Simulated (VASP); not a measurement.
Write the native input for VASP 6.6.1 that does the following.

```
Task                   : molecular dynamics
Functional             : PBE
Potentials or basis    : VASP PAW PBE potentials, release 64 (Pb_d, Te)
Cutoff                 : 520 eV
k mesh                 : 4 × 4 × 4
Occupations            : fermi-dirac, width 0.086 eV
Spin                   : no spin polarisation
Dipole correction      : no
Further INCAR settings : ALGO = Normal; EDIFF = 1e-05; ISYM = 0; IBRION = 0; POTIM = 3.0; NSW = 20
```

The structure of Te2Pb lies in POSCAR:

```
Te2Pb
1.0
    0.0000000000      3.7966139269      3.7966139269
    3.7966139269      0.0000000000      3.7966139269
    3.7966139269      3.7966139269      0.0000000000
Pb Te
1 2
Direct
    0.0000000000      0.0000000000      0.0000000000
    0.2500000000      0.2500000000      0.2500000000
    0.7500000000      0.7500000000      0.7500000000
```

One way to write it, as run:

INCAR

```
SYSTEM = Te2Pb
  ALGO = Normal
  EDIFF = 1E-5
  ENCUT = 520
  GGA = PE
  IBRION = 0
  ISIF = 2
  ISMEAR = -1
  ISYM = 0
  LANGEVIN_GAMMA = 10 10
  LASPH = .TRUE.
  LCHARG = .TRUE.
  LREAL = .FALSE.
  LWAVE = .FALSE.
  MDALGO = 3
  NELM = 80
  NELMIN = 4
  NSW = 20
  POTIM = 3.0
  PREC = Accurate
  RANDOM_SEED = 5663 0 0
  SIGMA = 0.086
  TEBEG = 1000.0
  TEEND = 1000.0
```

KPOINTS

```
k-points
0
G
  4 4 4
  0 0 0
```

Potentials or basis: VASP PAW PBE potentials, release 64 (Pb_d, Te).

Launch:

```sh
$ cat potpaw_PBE.64/Pb_d/POTCAR potpaw_PBE.64/Te/POTCAR > POTCAR
$ mpirun -np 1 vasp_std > vasp.out
```

Wall time 4.1 min on 1 thread of AMD EPYC 9R45 96-Core Processor (Zen 5) (shared host), peak memory 0.31 GiB.
